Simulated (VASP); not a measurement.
# Hf (P6_3/mmc) in VASP: further runs

Hf is run at these levels: LDA; tasks: single point, relaxation of shape and atoms at fixed volume.

Everything below comes from runs of VASP 6.6.1. Logs are shortened: lines on timing, memory, paths and dates and some standing lists are left out, and cuts for length are marked.

### Step 1. The cell of the first run

Symmetry: P6_3/mmc, No. 194, hexagonal system. Conventional cell: a = 3.050 Å, b = 3.050 Å, c = 4.861 Å, α = 90.00°, β = 90.00°, γ = 120.00°. Within 4.0 Å of Hf (site symmetry -6m2) lie 12 Hf at 3.00 to 3.05 Å.

### Step 2. Single point, LDA

Contents of INCAR:

```
PREC = Accurate ; ENCUT = 520
EDIFF = 1E-6 ; ISMEAR = -1
SIGMA = 0.08 ; LREAL = F
LASPH = T ; NELM = 80
ALGO = Normal ; ISIF = 2
LWAVE = F ; LCHARG = F
NBANDS = 17
```

Contents of KPOINTS:

```
Automatic mesh
0
Gamma
  15 15 8
```

Contents of POSCAR:

```
Hf
1.0
    3.0500172558      0.0000000000      0.0000000000
   -1.5250086279      2.6413924255      0.0000000000
    0.0000000000      0.0000000000      4.8606605358
Hf
2
Direct
    0.3333333333      0.6666666667      0.2500000000
    0.6666666667      0.3333333333      0.7500000000
```

Potentials or basis: VASP PAW LDA potentials, release 64 (Hf_pv).

The run is started by

```sh
$ cat potpaw_LDA.64/Hf_pv/POTCAR > POTCAR
$ mpirun -np 1 vasp_std > vasp.out
```

OUTCAR:

```text
PREC = Accurate
   ENCUT = 520
   EDIFF = 1E-6
   ISMEAR = -1
   LREAL = F
   LASPH = T
   NELM = 80
   ISIF = 2

 ion  position               nearest neighbor table
   1  0.333  0.667  0.250-   2 3.00   2 3.00   2 3.00   2 3.00   2 3.00   2 3.00
   2  0.667  0.333  0.750-   1 3.00   1 3.00   1 3.00   1 3.00   1 3.00   1 3.00

  LATTYP: Found a hexagonal cell.
 ALAT       =     3.0500172558
 C/A-ratio  =     1.5936501758

  Lattice vectors:

 A1 = (   3.0500172558,   0.0000000000,   0.0000000000)
 A2 = (  -1.5250086279,   2.6413924255,   0.0000000000)
 A3 = (   0.0000000000,   0.0000000000,   4.8606605358)

Analysis of symmetry for initial positions (statically):
=====================================================================
 Subroutine PRICEL returns:
 Original cell was already a primitive cell.

 Routine SETGRP: Setting up the symmetry group for a
 hexagonal supercell.

 Subroutine GETGRP returns: Found 24 space group operations
 (whereof 12 operations were pure point group operations)
 out of a pool of 24 trial point group operations.

The static configuration has the point symmetry D_3d.
 The point group associated with its full space group is D_6h.

Analysis of symmetry for dynamics (positions and initial velocities):
=====================================================================
 Subroutine PRICEL returns:
 Original cell was already a primitive cell.

 Routine SETGRP: Setting up the symmetry group for a
 hexagonal supercell.

 Subroutine GETGRP returns: Found 24 space group operations
 (whereof 12 operations were pure point group operations)
 out of a pool of 24 trial point group operations.

The dynamic configuration has the point symmetry D_3d.
 The point group associated with its full space group is D_6h.

 Subroutine INISYM returns: Found 24 space group operations
 (whereof 12 operations are pure point group operations),
 and found     1 'primitive' translations

----------------------------------------------------------------------------------------

                                     Primitive cell

  volume of cell :      39.1589

  direct lattice vectors                    reciprocal lattice vectors
     3.050017256  0.000000000  0.000000000     0.327866998  0.189294099  0.000000000
    -1.525008628  2.641392425  0.000000000     0.000000000  0.378588199  0.000000000
     0.000000000  0.000000000  4.860660536     0.000000000  0.000000000  0.205733355

  length of vectors
     3.050017256  3.050017256  4.860660536     0.378588199  0.378588199  0.205733355

  position of ions in fractional coordinates (direct lattice)
[... 79 lines left out ...]
   EDIFF  = 0.1E-05   stopping-criterion for ELM
   LREAL  =      F    real-space projection
   EDIFFG = 0.1E-04   stopping-criterion for IOM
   NSW    =      0    number of steps for IOM
   IBRION =     -1    ionic relax: 0-MD 1-quasi-New 2-CG
   NFREE  =      0    steps in history (QN), initial steepest desc. (CG)
   ISIF   =      2    stress and relaxation
   ISYM   =      2    0-nonsym 1-usesym 2-fastsym
   POTIM  = 0.5000    time-step for ionic-motion
   TEBEG  =    0.0;   TEEND  =   0.0 temperature during run
   PSTRESS=    0.0 pullay stress
   NELECT =      20.0000    total number of electrons
   NUPDOWN=      -1.0000    fix difference up-down
   EMIN   =  10.00;   EMAX   =-10.00  energy-range for DOS
   EFERMI =   0.00;   METHOD = LEGACY
   ISMEAR =    -1;   SIGMA  =   0.08  broadening in eV -4-tet -1-fermi 0-gaus
   EFERMI_NEDOS =   21; number of points for ismear=-14 and -15
   IALGO  =     38    algorithm
   IMIX   =      4    mixing-type and parameters
     AMIX     =   0.40;   BMIX     =  1.00
     AMIX_MAG =   1.60;   BMIX_MAG =  1.00
  volume/ion in A,a.u.               =      19.58       132.13
  Fermi-wavevector in a.u.,A,eV,Ry     =   1.308603  2.472902 23.299194  1.712442
  Thomas-Fermi vector in A             =   2.439259
   LORBIT       =      0    0 simple, 1 ext, 2 COOP (PROOUT), +10 PAW based schemes
   GGA     = CA    functional components
   LHFCALC =     F    Hartree Fock is set to
   AEXX    =    0.0000 exact exchange contribution
   IVDW    =     0    specifies the selected vdW correction
   LEPSILON=     F    determine dielectric tensor
   LRPA    =     F    only Hartree local field effects (RPA)
 non-spin polarized calculation
  energy-cutoff  :      520.00
  volume of cell :       39.16
 maximum number of plane-waves:      1087
 NGX is ok and might be reduce to    24
   NGX = 11   NGY = 11   NGZ = 19

 number of electron      20.0000005 magnetization

 Free energy of the ion-electron system (eV)
  ---------------------------------------------------
  ext. energy  EPLUGINS =         0.00000000
  ---------------------------------------------------
  free energy    TOTEN  =       -21.34336656 eV

  energy without entropy =      -21.30823846  energy(sigma->0) =      -21.32580251

 E-fermi :   5.7754     XC(G=0): -12.0914

 val. band max:        5.7628888625   @ k =   0.1333   0.0000   0.1250
 cond. band min:       5.7824643547   @ k =   0.2000   0.2000   0.5000
 fundamental gap:      0.0195754922
 Fermi energy:         5.7753506125

 k-point     1 :       0.0000    0.0000    0.0000
  band No.  band energies     occupation
      1     -25.1357      2.00000
      2     -23.9782      2.00000
      3     -23.9782      2.00000
      4     -23.7890      2.00000
      5     -23.7890      2.00000
      6     -23.7889      2.00000
[... 457 lines left out ...]
      4     -24.4298      2.00000
      5     -24.1983      2.00000
      6     -24.1456      2.00000
[... 9 lines left out ...]
     16      12.4531      0.00000
     17      13.3236      0.00000

 [... further k-points ...]

------------------------ aborting loop because EDIFF is reached ----------------------------------------

  FORCE on cell =-STRESS in cart. coord.  units (eV):
  Direction    XX          YY          ZZ          XY          YZ          ZX
  --------------------------------------------------------------------------------------
  -------------------------------------------------------------------------------------
  Total        2.0489452      2.0489452      2.0440840      0.0000000     -0.0000000      0.0000000
  in kB       83.8321133     83.8321133     83.6332192      0.0000000     -0.0000000      0.0000000
  external PRESSURE =      83.7658153 kB  Pullay stress =       0.0000000 kB

 VOLUME and BASIS-vectors are now :
 -----------------------------------------------------------------------------
  energy-cutoff  :      520.00
  volume of cell :       39.16
      direct lattice vectors                 reciprocal lattice vectors
     3.050017256  0.000000000  0.000000000     0.327866998  0.189294099  0.000000000
    -1.525008628  2.641392425  0.000000000     0.000000000  0.378588199  0.000000000
     0.000000000  0.000000000  4.860660536     0.000000000  0.000000000  0.205733355

 POSITION                                       TOTAL-FORCE (eV/Angst)
 -----------------------------------------------------------------------------------
     -0.00000      1.76093      1.21517         0.000000      0.000000      0.000000
      1.52501      0.88046      3.64550        -0.000000      0.000000      0.000000
 -----------------------------------------------------------------------------------
    total drift:                               -0.000000      0.000000     -0.000000

  FREE ENERGIE OF THE ION-ELECTRON SYSTEM (eV)
  ---------------------------------------------------
  free  energy   TOTEN  =       -21.3433665649 eV

  energy  without entropy=      -21.3082384587  energy(sigma->0) =      -21.32580251
```

OSZICAR:

```text
N       E                     dE             d eps       ncg     rms          rms(c)
DAV:   1     0.501350506665E+02    0.50135E+02   -0.11432E+04  4606   0.114E+03
DAV:   2    -0.202831226755E+02   -0.70418E+02   -0.68587E+02  6032   0.253E+02
DAV:   3    -0.219682298085E+02   -0.16851E+01   -0.16733E+01  5634   0.265E+01
DAV:   4    -0.219797023293E+02   -0.11473E-01   -0.11465E-01  5890   0.258E+00
DAV:   5    -0.219798010829E+02   -0.98754E-04   -0.98743E-04  5649   0.203E-01    0.710E+01
DAV:   6    -0.215193503218E+02    0.46045E+00   -0.36530E-01  5428   0.392E+00    0.419E+01
DAV:   7    -0.213504563963E+02    0.16889E+00   -0.58999E-01  5536   0.481E+00    0.190E+00
DAV:   8    -0.213432969296E+02    0.71595E-02   -0.35050E-02  5403   0.128E+00    0.275E-01
DAV:   9    -0.213433711590E+02   -0.74229E-04   -0.80732E-04  6122   0.197E-01    0.161E-01
DAV:  10    -0.213433701504E+02    0.10086E-05   -0.41890E-05  5407   0.450E-02    0.205E-01
DAV:  11    -0.213433665938E+02    0.35566E-05   -0.50779E-06  5639   0.148E-02    0.130E-02
DAV:  12    -0.213433665649E+02    0.28896E-07   -0.36721E-07  2963   0.426E-03
   1 F= -.21343367E+02 E0= -.21325803E+02  d E =-.351281E-01
```

stdout:

```text
POSCAR found type information on POSCAR Hf
 POSCAR found :  1 types and       2 ions
 scaLAPACK will be used
 LDA part: xc-table for (Slater(with rela. corr.)+CA(PZ))
 , standard interpolation
 POSCAR, INCAR and KPOINTS ok, starting setup
 FFT: planning ... GRIDC
 FFT: planning ... GRID_SOFT
 FFT: planning ... GRID
 WAVECAR not read
 entering main loop
```

Wall time 51 s (1 thread of Intel Xeon Platinum 8259CL at 2.50GHz (Skylake/Cascade Lake), shared host); peak memory 0.19 GiB.

Results:

| Quantity | Value |
| --- | --- |
| Free energy | -21.3434 eV |
| Pressure | 8.4 GPa |
| Band gap on the k mesh | zero (bands 10 and 11 overlap by 1.52 eV) |

Caveat: the cell stands under pressure; spin-orbit coupling is left out, which moves the levels of the heavy elements.

### Step 3. Single point, LDA (19.58 Å³/atom)

Contents of INCAR:

```
SYSTEM = Hf
PREC = Accurate
ENCUT = 520
EDIFF = 1E-6
ISMEAR = -1
SIGMA = 0.08
LREAL = .FALSE.
LASPH = .TRUE.
NELM = 80
ALGO = Normal
ISIF = 2
LWAVE = .FALSE.
LCHARG = .TRUE.
LELF = .TRUE.
LVHAR = .TRUE.
NBANDS = 17
```

Contents of KPOINTS:

```
regular mesh
0
G
  15 15 8
  0 0 0
```

POSCAR is that of step 2.

Potentials or basis: VASP PAW LDA potentials, release 64 (Hf_pv).

The run is started by

```sh
$ cat potpaw_LDA.64/Hf_pv/POTCAR > POTCAR
$ mpirun -np 1 vasp_std > vasp.out
```

OUTCAR:

```text
SYSTEM = Hf
   PREC = Accurate
   ENCUT = 520
   EDIFF = 1E-6
   ISMEAR = -1
   LREAL = .FALSE.
   LASPH = .TRUE.
   NELM = 80
   ISIF = 2

 ion  position               nearest neighbor table
   1  0.333  0.667  0.250-   2 3.00   2 3.00   2 3.00   2 3.00   2 3.00   2 3.00
   2  0.667  0.333  0.750-   1 3.00   1 3.00   1 3.00   1 3.00   1 3.00   1 3.00

  LATTYP: Found a hexagonal cell.
 ALAT       =     3.0500172558
 C/A-ratio  =     1.5936501758

  Lattice vectors:

[... 670 lines left out ...]

  FORCE on cell =-STRESS in cart. coord.  units (eV):
  Direction    XX          YY          ZZ          XY          YZ          ZX
  --------------------------------------------------------------------------------------
  -------------------------------------------------------------------------------------
  Total        2.0489452      2.0489452      2.0440840      0.0000000     -0.0000000      0.0000000
  in kB       83.8321133     83.8321133     83.6332192      0.0000000     -0.0000000      0.0000000
  external PRESSURE =      83.7658153 kB  Pullay stress =       0.0000000 kB

 VOLUME and BASIS-vectors are now :
 -----------------------------------------------------------------------------
  energy-cutoff  :      520.00
  volume of cell :       39.16
      direct lattice vectors                 reciprocal lattice vectors
     3.050017256  0.000000000  0.000000000     0.327866998  0.189294099  0.000000000
    -1.525008628  2.641392425  0.000000000     0.000000000  0.378588199  0.000000000
     0.000000000  0.000000000  4.860660536     0.000000000  0.000000000  0.205733355

 POSITION                                       TOTAL-FORCE (eV/Angst)
 -----------------------------------------------------------------------------------
     -0.00000      1.76093      1.21517         0.000000      0.000000      0.000000
      1.52501      0.88046      3.64550        -0.000000      0.000000      0.000000
 -----------------------------------------------------------------------------------
    total drift:                               -0.000000      0.000000     -0.000000

  FREE ENERGIE OF THE ION-ELECTRON SYSTEM (eV)
  ---------------------------------------------------
  free  energy   TOTEN  =       -21.3433665649 eV

  energy  without entropy=      -21.3082384587  energy(sigma->0) =      -21.32580251
```

OSZICAR:

```text
N       E                     dE             d eps       ncg     rms          rms(c)
DAV:   1     0.501350506665E+02    0.50135E+02   -0.11432E+04  4606   0.114E+03
DAV:   2    -0.202831226755E+02   -0.70418E+02   -0.68587E+02  6032   0.253E+02
DAV:   3    -0.219682298085E+02   -0.16851E+01   -0.16733E+01  5634   0.265E+01
DAV:   4    -0.219797023293E+02   -0.11473E-01   -0.11465E-01  5890   0.258E+00
DAV:   5    -0.219798010829E+02   -0.98754E-04   -0.98743E-04  5649   0.203E-01    0.710E+01
DAV:   6    -0.215193503218E+02    0.46045E+00   -0.36530E-01  5428   0.392E+00    0.419E+01
DAV:   7    -0.213504563963E+02    0.16889E+00   -0.58999E-01  5536   0.481E+00    0.190E+00
DAV:   8    -0.213432969296E+02    0.71595E-02   -0.35050E-02  5403   0.128E+00    0.275E-01
DAV:   9    -0.213433711590E+02   -0.74229E-04   -0.80732E-04  6122   0.197E-01    0.161E-01
DAV:  10    -0.213433701504E+02    0.10086E-05   -0.41890E-05  5407   0.450E-02    0.205E-01
DAV:  11    -0.213433665938E+02    0.35566E-05   -0.50779E-06  5639   0.148E-02    0.130E-02
DAV:  12    -0.213433665649E+02    0.28896E-07   -0.36721E-07  2963   0.426E-03
   1 F= -.21343367E+02 E0= -.21325803E+02  d E =-.351281E-01
```

It took 67 s on 1 thread of Intel Xeon Platinum 8259CL at 2.50GHz (Skylake/Cascade Lake), shared host; peak memory 0.19 GiB.

Results:

- Free energy: -21.3434 eV
- Pressure: 8.4 GPa
- Band gap on the k mesh: zero (bands 10 and 11 overlap by 1.52 eV)

Caveat: the cell stands under pressure; spin-orbit coupling is left out, which moves the levels of the heavy elements.

### Step 4. Single point, LDA

This run uses another cell than the first one, of 20.83 Å³/atom.

Contents of INCAR:

```
  ALGO = Normal
  EDIFF = 1E-6
  ENCUT = 520
  ISIF = 2
  ISMEAR = -1
  LASPH = T
  LCHARG = F
  LREAL = F
  LWAVE = F
  NBANDS = 17
  NELM = 100
  PREC = Accurate
  SIGMA = 0.08
```

Contents of KPOINTS:

```
k-points
0
Gamma
  15 15 8
```

Contents of POSCAR:

```
Hf
1.0
    3.1185569233      0.0000000000      0.0000000000
   -1.5592784616      2.7007495187      0.0000000000
    0.0000000000      0.0000000000      4.9461203476
Hf
2
Direct
    0.3333333333      0.6666666667      0.2500000000
    0.6666666667      0.3333333333      0.7500000000
```

The run is started by

```sh
$ cat potpaw_LDA.64/Hf_pv/POTCAR > POTCAR
$ mpirun -np 1 vasp_std > vasp.out
```

Run time: 61 s. Hardware: 1 thread of Intel Xeon Platinum 8259CL at 2.50GHz (Skylake/Cascade Lake), shared host; peak memory 0.2 GiB.

The run converged. Its results:

* Free energy: -21.4069 eV
* Pressure: 0.1 GPa
* Band gap on the k mesh: zero (bands 10 and 11 overlap by 1.54 eV)

Levels at points of the mesh, in eV from the Fermi level:
| k point | band 7 | band 8 | band 9 | band 10 | band 11 | band 12 | band 13 | band 14 |
| --- | --- | --- | --- | --- | --- | --- | --- | --- |
| (0.00, 0.00, 0.00) | -7.55 | -3.93 | 1.06 | 1.13 | 1.13 | 1.41 | 2.02 | 2.02 |
| (0.00, 0.00, 0.50) | -5.44 | -5.44 | 0.11 | 0.11 | 1.02 | 1.02 | 1.02 | 1.02 |

Caveat: spin-orbit coupling is left out, which moves the levels of the heavy elements.

(Continued in part 2 of 2.)
